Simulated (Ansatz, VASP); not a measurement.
# Two plane-wave programs on CaSe

```
Ca Se
1.0
     3.63478    0.00000    0.00000
     0.00000    3.63478    0.00000
     0.00000    0.00000    3.63478
Ca Se
1 1
Direct
  0.00000 0.00000 0.00000
  0.50000 0.50000 0.50000
```

Alike in both runs: task single point; functional r2SCAN; k mesh 6 × 6 × 6; no spin polarisation.

```csv
,VASP,Ansatz
version,VASP 6.6.1,Ansatz 0.2.0
potentials or method,"VASP PAW PBE potentials, release 64 (Ca_sv, Se)","plane waves, PAW"
plane-wave cutoff (eV),520,500
occupations,"gaussian, width 0.01 eV",fixed
valence electrons in the cell,16,26
```

|  | VASP | Ansatz | Ansatz less VASP |
| --- | --- | --- | --- |
| gap on the k mesh at the Fermi level (eV) | 1.24 | 1.23 | -0.008 |
| pressure (GPa) | 0.2 | 0.0 | -0.23 |

VASP's potentials were made for PBE, not for r2SCAN. VASP's potentials hold 16 valence electrons a cell and Ansatz's 26, so a difference there can come from the potentials and not from the codes.
